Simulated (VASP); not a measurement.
Here is a VASP 6.6.1 calculation.

INCAR

```
SYSTEM = Si
ALGO     = Normal         ! electronic algorithm
EDIFF    = 1E-7           ! SCF threshold, eV
ENCUT    = 520            ! plane-wave cutoff, eV
GGA      = CA             ! functional
ISIF     = 2              ! what is computed and relaxed
ISMEAR   = 0              ! smearing method
LASPH    = .True.         ! aspherical terms in the spheres
LCHARG   = .False.        ! write CHGCAR
LREAL    = .False.        ! projectors in reciprocal space
LWAVE    = .False.        ! write WAVECAR
NBANDS   = 11             ! bands
NELM     = 100            ! most SCF steps
PREC     = Accurate       ! precision mode
SIGMA    = 0.15           ! smearing width, eV
```

Contents of KPOINTS:

```
k-points
0
Gamma
  24 24 10
  0 0 0
```

Contents of POSCAR:

```
Si
1.0
    2.5322986339      0.0000000000      0.0000000000
   -1.2661493170      2.1930349470      0.0000000000
    0.0000000000      0.0000000000      4.3936125382
Si
2
Direct
    0.3333333333      0.6666666667      0.2500000000
    0.6666666667      0.3333333333      0.7500000000
```

Potentials or basis: VASP PAW LDA potentials, release 64 (Si).

Command:

```console
$ cat potpaw_LDA.64/Si/POTCAR > POTCAR
$ mpirun -np 1 vasp_std > vasp.out
```

(1) What does it give for the pressure?

(2) Estimate the band gap on the k mesh.

Results:

(1) 15.5 GPa.

(2) zero (bands 4 and 5 overlap by 14.45 eV).

Caveat: the cell differs from its parent crystal (strain -0.050 along x and y, -0.025 along z); the cell stands under pressure.
